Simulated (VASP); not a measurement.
Al, 1 atom in the cell. Symmetry: Fm-3m, No. 225, cubic system. The conventional cell has a = 4.014 Å, b = 4.014 Å, c = 4.014 Å, α = 90.00°, β = 90.00°, γ = 90.00°. Within 3.7 Å of Al (site symmetry m-3m) lie 12 Al at 2.84 Å. 

```yaml
Program: VASP 6.6.1
Task: single point
Functional: PBEsol
Potentials_or_basis: VASP PAW PBE potentials, release 64 (Al)
Cutoff: 500 eV
k_mesh: 13 × 13 × 13
Occupations: methfessel-paxton, width 0.1 eV
Spin: no spin polarisation
Dipole_correction: no
Further_INCAR_settings: ALGO = Normal; EDIFF = 1e-06; NBANDS = 8
```

Potentials or basis: VASP PAW PBE potentials, release 64 (Al).

The run is started by

```console
$ cat potpaw_PBE.64/Al/POTCAR > POTCAR
$ mpirun -np 1 vasp_std > vasp.out
```

Hardware: 1 thread of AMD EPYC 7R13 Processor (Zen 3) (shared host).

**Question.** Estimate the wall time of this run.

**Answer.** Run time: 7 s on 1 thread of AMD EPYC 7R13 Processor (Zen 3), on a shared host, peak memory 0.1 GiB. Counts: scf iterations 9, k points 84.
